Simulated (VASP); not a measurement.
ZnPtC6N6, 14 atoms in the cell. The structure is cubic, space group Fm-3m (No. 225). The conventional cell has a = 10.511 Å, b = 10.511 Å, c = 10.511 Å, α = 90.00°, β = 90.00°, γ = 90.00°. Zn (site symmetry m-3m) has 6 N at 2.14 Å within 2.8 Å. Pt (site symmetry m-3m) has 6 C at 2.03 Å within 2.7 Å. C (site symmetry 4mm) has 1 N at 1.08 Å within 1.5 Å. Within 1.5 Å of N (site symmetry 4mm) lie 1 C at 1.08 Å. 

```yaml
Program: VASP 6.6.1
Task: single point
Functional: r2SCAN
Potentials_or_basis: VASP PAW PBE potentials, release 64 (Zn, Pt, C, N)
Cutoff: 520 eV
k_mesh: 4 × 4 × 4
Occupations: methfessel-paxton, width 0.2232 eV
Spin: no spin polarisation
Dipole_correction: no
Further_INCAR_settings: ALGO = Normal; EDIFF = 1e-07; NBANDS = 51
```

Potentials or basis: VASP PAW PBE potentials, release 64 (Zn, Pt, C, N).

Run with:

```sh
$ cat potpaw_PBE.64/Zn/POTCAR potpaw_PBE.64/Pt/POTCAR potpaw_PBE.64/C/POTCAR potpaw_PBE.64/N/POTCAR > POTCAR
$ cp INCAR.step1 INCAR
$ mpirun -np 1 vasp_std > vasp.out
$ cp INCAR.step2 INCAR
$ mpirun -np 1 vasp_std > vasp.out
```

Hardware: 1 thread of Intel(R) Xeon(R) Platinum 8259CL CPU @ 2.50GHz (Skylake/Cascade Lake), on a shared host.

Task: Estimate the wall time of this run.

Result: Run time: 16 min on 1 thread of Intel(R) Xeon(R) Platinum 8259CL CPU @ 2.50GHz (Skylake/Cascade Lake) (shared host), peak memory 0.55 GiB. Counts: k points 8.
